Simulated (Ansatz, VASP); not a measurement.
**HgTe: VASP beside Ansatz**

The input INCAR:

```
PREC = Accurate
ENCUT = 600
EDIFF = 1E-6
ISMEAR = 0
SIGMA = 0.1
LREAL = False
LASPH = True
NELM = 100
ALGO = Normal
ISIF = 3
LWAVE = False
LCHARG = False
GGA = PE
IVDW = 12
IBRION = 2
NSW = 70
EDIFFG = -0.005
```

Contents of KPOINTS:

```
Automatic mesh
0
Gamma
  12 12 12
```

POSCAR

```
HgTe
1.0
    0.0000000000      3.3264077980      3.3264077980
    3.3264077980      0.0000000000      3.3264077980
    3.3264077980      3.3264077980      0.0000000000
Hg Te
1 1
Direct
    0.0000000000      0.0000000000      0.0000000000
    0.2500000000      0.2500000000      0.2500000000
```

Input for Ansatz:

```yaml
crystal:
  lattice:
    - [0.0, 3.326407798, 3.326407798]
    - [3.326407798, 0.0, 3.326407798]
    - [3.326407798, 3.326407798, 0.0]
  atoms:
    - { symbol: Hg, position: [0.0, 0.0, 0.0] }
    - { symbol: Te, position: [0.25, 0.25, 0.25] }
basis:
  ecutwfc: 420
kpoints:
  mp_grid: { grid: [12, 12, 12] }
hamiltonian:
  xc: pbe
  dispersion: d3bj
scf:
  occupations: { method: gaussian, width: 0.1 }
output:
  forces: true
  stress: true
  eigenvalues: true
relax:
  adjacent_minimum: "off"
  f_tol: 0.005
  max_steps: 50
  cell: { stress_tol: 0.05 }
```

Alike in both runs: task relaxation of cell and atoms; functional PBE; dispersion D3(BJ); k mesh 12 × 12 × 12; occupations gaussian, width 0.1 eV; no spin polarisation.

|  | VASP | Ansatz |
| --- | --- | --- |
| version | VASP 6.6.1 | Ansatz 0.2.0 |
| potentials or method | VASP PAW PBE potentials, release 64 (Hg, Te), cutoff 600 eV | scalar-relativistic, plane waves, PAW |
| valence electrons in the cell | 18 | 36 |

|  | VASP | Ansatz | Ansatz less VASP |
| --- | --- | --- | --- |
| gap on the k mesh at the Fermi level, each at its own relaxed structure (eV) | none | none | - |
| relaxed volume (Å³/atom) | 35.13 | 35.05 | -0.081 |
| relaxed cell length with the largest relative difference (Å) | 4.632 | 4.628 | -0.0035 |

A gap of «none» marks a metal or a gap that the smearing closes. VASP's potentials hold 18 valence electrons a cell and Ansatz's 36, so a difference there can come from the potentials and not from the codes.

Spin-orbit coupling is off throughout.
